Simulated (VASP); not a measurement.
# H24CO11 in VASP: a series of runs, part 2 of 2

VASP 6.6.1.

### 4 Single point, PBE+D3(BJ)

INCAR

```
PREC     = Accurate       # precision mode
ENCUT    = 520            # plane-wave cutoff, eV
EDIFF    = 1E-6           # SCF threshold, eV
ISMEAR   = -1             # smearing method
SIGMA    = 0.02           # smearing width, eV
LREAL    = Auto         
LASPH    = True           # aspherical terms in the spheres
NELM     = 60             # most SCF steps
ALGO     = Normal         # electronic algorithm
ISIF     = 2              # what is computed and relaxed
LWAVE    = False          # write WAVECAR
LCHARG   = False          # write CHGCAR
GGA      = PE             # functional
IVDW     = 12             # dispersion correction
NBANDS   = 71             # bands
```

KPOINTS

```
regular mesh
0
Gamma
  1 1 1
```

POSCAR

```
H24CO11
1.0
    7.1595990000      0.0000000000      0.0000000000
    0.0000000000      7.1595990000      0.0000000000
    0.0000000000      0.0000000000      7.1595990000
O H C
11 24 1
Direct
    0.5121376211      0.1760852808      0.9303174661
    0.1864210551      0.9899157760      0.4980306858
    0.8966563630      0.4128862524      0.3861249771
    0.8494330479      0.1113889200      0.1949131509
    0.6945500719      0.8065954532      0.3535253860
    0.0870020793      0.7979776521      1.0495839222
    0.3336360039      0.7145092903      0.7711884423
    0.3881083284      0.8722974569      0.1925526835
    0.7869993836      0.8541539826      0.7265071689
    0.7935639971      0.2627102440      0.7258926093
    0.3102408389      0.3315548818      0.6122130583
    0.6138751626      0.2249846674      0.8376027764
    0.4026063471      0.2637298541      0.9201772334
    0.2257109651      0.8803286329      0.5820996399
    0.2839544505      0.9687134712      0.3878708849
    0.8801749930      0.3005475586      0.3107995294
    0.9852786448      0.5000978407      0.3242500034
    0.7989832950     -0.0023325329      0.2773479353
    0.7314515799      0.1351472338      0.1198810157
    0.5740265621      0.8444048333      0.3064417435
    0.6956255511      0.6729566837      0.3381055280
    0.1622856252      0.7592045309      0.9264066326
   -0.0092602952      0.8884436126      1.0099029289
    0.4686575324      0.7160037874      0.7973910271
    0.2951701625      0.5873932325      0.7173306773
    0.4276775836      0.9721913197      0.1040142053
    0.2641209375      0.8505643961      0.1372004214
    0.6648137696      0.8986117798      0.7010169145
    0.8046959055      0.7748757996      0.6187357700
    0.8592101317      0.3317783580      0.6285128539
    0.8715152902      0.1498268269      0.7236718146
    0.3179368007      0.5316498871      0.4151070472
    0.2641628393      0.1977764397      0.5984553045
    0.5279625297      0.3998408291      0.4447316114
    0.3508297043      0.3031454695      0.3229510480
    0.3806637774      0.3992821386      0.4389770991
```

Started as:

```bash
cat potpaw_PBE.64/O/POTCAR potpaw_PBE.64/H/POTCAR potpaw_PBE.64/C/POTCAR > POTCAR
mpirun -np 1 vasp_gam > vasp.out
```

Run time: 68 s. Hardware: 1 thread of Intel Xeon Platinum 8259CL at 2.50GHz (Skylake/Cascade Lake), shared host; peak memory 0.36 GiB.

It converged, with:

- Free energy: -176.5440 eV
- Pressure: -0.7 GPa
- Largest force: 2.945 eV/Å
- Band gap on the k mesh: 4.04 eV
- Dispersion energy per atom: -0.034 eV

Forces on the atoms (eV/Å):
```
O   -0.407  0.869 -0.149
O    2.201 -1.669 -0.237
O    0.580  2.388  0.730
O   -2.403 -1.684  0.248
O    1.144  0.144  0.928
O    0.487 -0.698 -2.494
O   -0.626 -1.201 -0.782
O    1.461  1.679 -0.222
O    0.809 -0.473  0.884
O    0.980 -0.653  0.079
O   -0.571 -0.371  0.545
H   -1.016 -0.286  0.706
H    1.350 -0.917 -0.158
H   -0.487  1.485 -0.717
H   -1.635  0.281  1.278
H    0.110 -0.988 -0.851
H   -0.672 -0.918  0.302
H    1.307  1.355 -1.173
H    1.120  0.120  0.395
H   -1.238 -0.076 -0.417
H    0.405 -0.687 -0.251
H   -1.250  0.637  1.889
H    0.310 -0.285  0.295
H   -0.505 -0.365 -0.058
H    0.951  0.928  0.713
H    0.415 -0.103  0.301
H   -1.707 -0.674 -0.009
H   -1.136  0.901 -0.156
H    0.345 -0.097 -0.470
H   -0.276  0.865 -0.698
H   -0.499 -0.248  0.319
H   -0.194  1.191 -0.542
H    0.147  0.638 -0.314
H    1.580  0.539  0.110
H   -0.438  0.049 -0.101
C   -0.642 -1.677  0.076
```

Stress tensor (GPa, compression positive):
```
 0.33 -0.02  1.97
-0.02 -1.63  0.66
 1.97  0.66 -0.89
```

Levels at points of the mesh, in eV from the valence-band top:
```tsv
k point	band 44	band 45	band 46	band 47	band 48	band 49	band 50	band 51
(0.00, 0.00, 0.00)	-0.84	-0.73	-0.69	0.00	4.04	6.41	6.74	6.87
```

Caveat: the k points lie up to 0.88 Å⁻¹ apart.

### 5 Single point, PBE+D3(BJ)

INCAR

```
SYSTEM = H24CO11
PREC     = Accurate       ! precision mode
ENCUT    = 520            ! plane-wave cutoff, eV
EDIFF    = 1E-6           ! SCF threshold, eV
ISMEAR   = -1             ! smearing method
SIGMA    = 0.02           ! smearing width, eV
LREAL    = Auto         
LASPH    = .True.         ! aspherical terms in the spheres
NELM     = 100            ! most SCF steps
ALGO     = Normal         ! electronic algorithm
ISIF     = 2              ! what is computed and relaxed
LWAVE    = .False.        ! write WAVECAR
LCHARG   = .False.        ! write CHGCAR
GGA      = PE             ! functional
IVDW     = 12             ! dispersion correction
NBANDS   = 71             ! bands
```

KPOINTS

```
Automatic mesh
0
Gamma
  1 1 1
  0 0 0
```

POSCAR

```
H24CO11
1.0
    7.1595990000      0.0000000000      0.0000000000
    0.0000000000      7.1595990000      0.0000000000
    0.0000000000      0.0000000000      7.1595990000
O H C
11 24 1
Direct
    0.4805576402      0.1966869932      0.9164898760
    0.1990055588      1.0374184364      0.4893151139
    0.8962233779      0.4249958692      0.3693502946
    0.8467373662      0.0917230141      0.1953182015
    0.6987821525      0.7486732148      0.3369741797
    0.0437314995      0.7732416299      1.0674061494
    0.3456199153      0.7070228375      0.7687162368
    0.3954970104      0.9288229690      0.1611542769
    0.7669982635      0.8294458949      0.7515923727
    0.8161211263      0.2422901059      0.6996201882
    0.2792754175      0.3793787892      0.5867926402
    0.6004805576      0.2286021885      0.8675206530
    0.4010140791      0.2528772910      0.8302140944
    0.2167579497      0.9369239814      0.5764987676
    0.2476395675      0.9921784726      0.3554947700
    0.8833176271      0.3147103630      0.2768451138
    1.0242333404      0.4295910986      0.3900497779
    0.7684787933     -0.0099027892      0.2695821372
    0.8026287506      0.0904100914      0.0605341165
    0.6095453111      0.7695123707      0.2415079392
    0.7881307319      0.6584167633      0.2889547306
    0.0308397160      0.7688279749      0.9384184785
   -0.0300575493      0.8800353204      1.1064446486
    0.3669758600      0.6890609376      0.8928433003
    0.2918878557      0.5829935448      0.7276105827
    0.4191296189      1.0144562566      0.0554220984
    0.2807280128      0.8540003428      0.1349237576
    0.6545198970      0.8495587532      0.8212191772
    0.7311023983      0.8109951409      0.6219342731
    0.8285100883      0.3237890837      0.5902984231
    0.8844210409      0.1252723791      0.6780966364
    0.3846025455      0.5812755714      0.4084446629
    0.2697078426      0.2440220465      0.5706045827
    0.5567909599      0.4159869847      0.5227946425
    0.3988910552      0.3313034710      0.3402006174
    0.4175932200      0.4292977861      0.4456394834
```

Started as:

```bash
cat potpaw_PBE.64/O/POTCAR potpaw_PBE.64/H/POTCAR potpaw_PBE.64/C/POTCAR > POTCAR
mpirun -np 1 vasp_gam > vasp.out
```

It took 65 s on 1 thread of Intel Xeon Platinum 8259CL at 2.50GHz (Skylake/Cascade Lake), shared host; peak memory 0.4 GiB.

The run converged. Its results:

- Free energy: -176.5857 eV
- Pressure: 0.9 GPa
- Largest force: 4.027 eV/Å
- Band gap on the k mesh: 4.36 eV
- Dispersion energy per atom: -0.034 eV

Forces in eV/Å, atoms in the order of the input:
```
O    0.405 -1.112  2.057
O    0.387 -0.230 -2.520
O   -2.471 -1.182 -1.632
O   -1.371 -1.422 -0.813
O    0.900  0.769  1.042
O    0.882 -0.352  2.509
O   -1.276 -0.343 -3.804
O   -0.339 -0.873  0.469
O    1.152  0.099  0.078
O   -0.169 -0.419  0.916
O   -0.030  0.808  0.092
H    1.578  0.148 -0.724
H   -1.864  1.066 -1.657
H    0.359 -0.772  0.335
H   -0.354  0.835  2.501
H   -0.134  0.909  1.177
H    2.723  0.223  0.703
H    1.109  1.268 -1.147
H    0.226  0.074  1.709
H   -1.492  0.335 -0.958
H    0.424 -0.618  0.173
H   -0.348 -0.233 -2.722
H   -0.136  0.516  0.356
H    0.625 -0.352  3.742
H    0.489  0.725  0.019
H   -0.206  0.371 -0.121
H    0.107  0.281 -0.506
H   -0.742 -0.005 -0.063
H   -0.301 -0.142 -0.217
H    0.420 -0.100 -0.391
H   -0.351  0.462 -0.237
H    0.626 -1.423 -0.012
H   -0.727 -0.911 -0.058
H   -0.852  0.373 -1.328
H    0.218 -1.034 -2.018
C    0.533  2.263  3.051
```

Stress tensor (GPa, compression positive):
```
 2.07 -0.33  0.79
-0.33 -0.62 -0.06
 0.79 -0.06  1.29
```

Levels at points of the mesh, in eV from the valence-band top:
| k point | band 45 | band 46 | band 47 | band 48 | band 49 | band 50 |
| --- | --- | --- | --- | --- | --- | --- |
| (0.00, 0.00, 0.00) | -0.63 | -0.22 | 0.00 | 4.36 | 6.74 | 7.04 |

Caveat: the k points lie up to 0.88 Å⁻¹ apart.

### 6 The runs side by side

```tsv
cell	gap on the mesh (eV)	pressure (GPa)	largest force (eV/Å)
as given, atomic positions A	4.91	-0.8	0.22
as given, atomic positions B	4.55	-1.4	3.03
as given, atomic positions C	4.04	-0.7	2.94
as given, atomic positions D	4.36	0.9	4.03
```

Alike in all rows: task single point; level PBE+D3(BJ); potentials or basis VASP PAW PBE potentials, release 64 (O, H, C); no spin polarisation; k mesh 1 × 1 × 1; cutoff (eV) 520; smearing fermi-dirac 0.02 eV.

Caveats: all runs use coarse meshes.

Absolute energies hang on the potentials; compare differences alone.
